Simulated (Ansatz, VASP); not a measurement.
# Two plane-wave programs on Ir

```
Ir
1.0
     0.00000    1.99235    1.99235
     1.99235    0.00000    1.99235
     1.99235    1.99235    0.00000
Ir
1
Direct
  0.00000 0.00000 0.00000
```

Alike in both runs: functional PBE; k mesh 17 × 17 × 17; occupations fermi-dirac, width 1 eV; no spin polarisation.

Ansatz relaxed the structure, and its values are those at the end. VASP's run is a single point on that final structure, the one shown.

|  | VASP | Ansatz |
| --- | --- | --- |
| version | VASP 6.6.1 | Ansatz 0.2.0 |
| potentials or method | VASP PAW PBE potentials, release 64 (Ir), cutoff 500 eV | plane-wave PAW DFT |
| valence electrons in the cell | 9 | 17 |

|  | VASP | Ansatz | Ansatz less VASP |
| --- | --- | --- | --- |
| pressure (GPa) | 0.4 | 0.0 | -0.45 |

VASP's potentials hold 9 valence electrons a cell and Ansatz's 17, so a difference there can come from the potentials and not from the codes.

Neither program's run includes spin-orbit coupling.
